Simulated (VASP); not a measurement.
A run of VASP 6.6.1 is set up as follows.

File INCAR:

```
SYSTEM = Ge
  ALGO = Normal
  EDIFF = 1E-6
  EDIFFG = -0.005
  ENCUT = 600
  GGA = CA
  IBRION = 2
  ISIF = 3
  ISMEAR = -1
  LASPH = .True.
  LCHARG = .False.
  LREAL = .False.
  LWAVE = .False.
  NELM = 60
  NSW = 32
  PREC = Accurate
  PSTRESS = 4600.0
  SIGMA = 0.1
```

KPOINTS

```
k-points
0
Gamma
  21 21 21
  0 0 0
```

POSCAR

```
Ge
1.0
   -1.2404383939      1.2404383939      1.2404383939
    1.2404383939     -1.2404383939      1.2404383939
    1.2404383939      1.2404383939     -1.2404383939
Ge
1
Direct
    0.0000000000      0.0000000000      0.0000000000
```

Potentials or basis: VASP PAW LDA potentials, release 64 (Ge_d).

Launch:

```bash
$ cat potpaw_LDA.64/Ge_d/POTCAR > POTCAR
$ mpirun -np 1 vasp_std > vasp.out
```

Question: What does it give for the relaxed volume?

Answer: 7.67 Å³/atom.

Question: What does it give for the relaxed cell?

Answer: a = 2.152 Å, b = 2.152 Å, c = 2.152 Å, α = 109.47°, β = 109.47°, γ = 109.47°.

Question: Predict the space group after relaxing (to 0.05 Å).

Answer: Im-3m (No. 229).

Question: Predict the band gap on the k mesh.

Answer: Zero (band 7 reaches 43.00 eV, above the bottom of band 8 at 16.20 eV).

Final structure:
```yaml
crystal:
  lattice:
    - [-1.24223, 1.24223, 1.24223]
    - [1.24223, -1.24223, 1.24223]
    - [1.24223, 1.24223, -1.24223]
  atoms:
    - { symbol: Ge, position: [0.00000, 0.00000, 0.00000] }
```

Caveat: the cell is relaxed towards a set pressure, so the enthalpy falls and the energy may rise.
